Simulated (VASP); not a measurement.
Set up this calculation in VASP 6.6.1, as the native input.

```
Task                               : single point
Functional                         : PBE-based screened hybrid with 75 % exact exchange
Potentials or basis                : VASP PAW PBE potentials, release 64 (Zr_sv, S)
Cutoff                             : 400 eV
k mesh                             : 6 × 6 × 2
Occupations                        : gaussian, width 0.01 eV
Spin                               : no spin polarisation
Dipole correction                  : no
Grid for exact exchange (PRECFOCK) : Normal
Share of exact exchange            : 0.75
Further INCAR settings             : ALGO = Normal; EDIFF = 1e-06; NBANDS = 19
Screening parameter                : 0.2078 1/Å
```

Crystal: ZrS2.

```
Zr S
1.0
     3.67436    0.00000    0.00000
    -1.83718    3.18209    0.00000
     0.00000    0.00000    5.85714
Zr S
1 2
Cartesian
  0.0000 0.0000 0.0000
  1.8372 1.0607 4.4149
  0.0000 2.1214 1.4422
```

The input as run:

POSCAR

```
ZrS2
1.0
    3.6743619272      0.0000000000      0.0000000000
   -1.8371809636      3.1820907716      0.0000000000
    0.0000000000      0.0000000000      5.8571358081
Zr S
1 2
Direct
    0.0000000000      0.0000000000      0.0000000000
    0.6666666667      0.3333333333      0.7537648223
    0.3333333333      0.6666666667      0.2462351777
```

INCAR.step1

```
  PREC = Accurate
  ENCUT = 400
  EDIFF = 1E-5
  ISMEAR = 0
  SIGMA = 0.01
  LREAL = False
  LASPH = True
  NELM = 120
  ALGO = Normal
  ISIF = 2
  LWAVE = True
  NBANDS = 19
  GGA = PE
  GGA_COMPAT = False
```

INCAR.step2

```
  PREC = Accurate
  ENCUT = 400
  EDIFF = 1E-6
  ISMEAR = 0
  SIGMA = 0.01
  LREAL = False
  LASPH = True
  NELM = 120
  ALGO = Normal
  ISIF = 2
  LWAVE = False
  LCHARG = True
  GGA = PE
  LHFCALC = True
  AEXX = 0.75
  HFSCREEN = 0.2078
  PRECFOCK = Normal
  LELF = True
  LVHAR = True
  NBANDS = 19
  ISTART = 1
  GGA_COMPAT = False
```

KPOINTS

```
regular mesh
0
Gamma
  6 6 2
```

Potentials or basis: VASP PAW PBE potentials, release 64 (Zr_sv, S).

The run is started by

```sh
$ cat potpaw_PBE.64/Zr_sv/POTCAR potpaw_PBE.64/S/POTCAR > POTCAR
$ cp INCAR.step1 INCAR
$ mpirun -np 1 vasp_std > vasp.out
$ cp INCAR.step2 INCAR
$ mpirun -np 1 vasp_std > vasp.out
```

Results of the run:

```yaml
Pressure: -2.1 GPa
Largest_force: 0.553 eV/Å
Band_gap_on_the_k_mesh: 3.60 eV (least direct gap 4.53 eV)
```

Caveat: the k points lie up to 0.54 Å⁻¹ apart; the PAW data sets were made with another functional, which shifts forces and pressure a little.

Wall time 40 min on 1 thread of Intel Xeon 8259CL, with other jobs on the host, peak memory 0.27 GiB.
